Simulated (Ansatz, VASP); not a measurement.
## One calculation of In, two programs

```
In
1.0
    -1.98174    1.98174    1.76607
     1.98174   -1.98174    1.76607
     1.98174    1.98174   -1.76607
In
1
Direct
  0.00000 0.00000 0.00000
```

Alike in both runs: functional PBE; k mesh 22 × 22 × 22; occupations gaussian, width 0.1 eV; no spin polarisation.

Ansatz relaxed the structure, and its values are those at the end. VASP's run is a single point on that final structure, the one shown.

|  | VASP | Ansatz |
| --- | --- | --- |
| version | VASP 6.6.1 | Ansatz 0.2.0 |
| potentials or method | VASP PAW PBE potentials, release 64 (In_d), cutoff 520 eV | scalar-relativistic, plane waves, PAW |
| valence electrons in the cell | 13 | 13 |

```csv
,VASP,Ansatz,Ansatz less VASP
gap on the k mesh at the Fermi level (eV),none,none,-
pressure (GPa),0.0,0.0,+0.03
```

A gap of «none» marks a metal or a gap that the smearing closes. With one functional, cell and mesh, what is left measures potentials, basis and numerics.
